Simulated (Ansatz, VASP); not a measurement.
# B2P3: VASP beside Ansatz

```
B P
1.0
     2.07414   -2.28032    0.00000
     2.07414    2.28032    0.00000
     0.00000    0.00000    5.96453
B P
2 3
Cartesian
  2.0741 1.4150 0.0000
  2.0741 -1.4150 0.0000
  2.0741 0.0000 4.5147
  2.0741 0.0000 1.4499
  0.0000 0.0000 2.9823
```

Alike in both runs: functional PBE; k mesh 12 × 12 × 6; occupations gaussian, width 0.1 eV; no spin polarisation.

Ansatz relaxed the structure, and its values are those at the end. VASP's run is a single point on that final structure, the one shown.

|  | VASP | Ansatz |
| --- | --- | --- |
| version | VASP 6.6.1 | Ansatz 0.2.0 |
| potentials or method | VASP PAW PBE potentials, release 64 (B, P), cutoff 520 eV | scalar-relativistic, plane waves, PAW |
| valence electrons in the cell | 21 | 21 |

VASP gave:

* gap on the k mesh at the Fermi level (eV): none
* pressure (GPa): -0.2
* rms of the force components (eV/Å): 0.004

Problem. Estimate Ansatz's values.

Solution. gap on the k mesh at the Fermi level (eV): none; pressure (GPa): 0.0; rms of the force components (eV/Å): 0.000.

A gap of «none» marks a metal or a gap that the smearing closes. With one functional, cell and mesh, what is left measures potentials, basis and numerics.
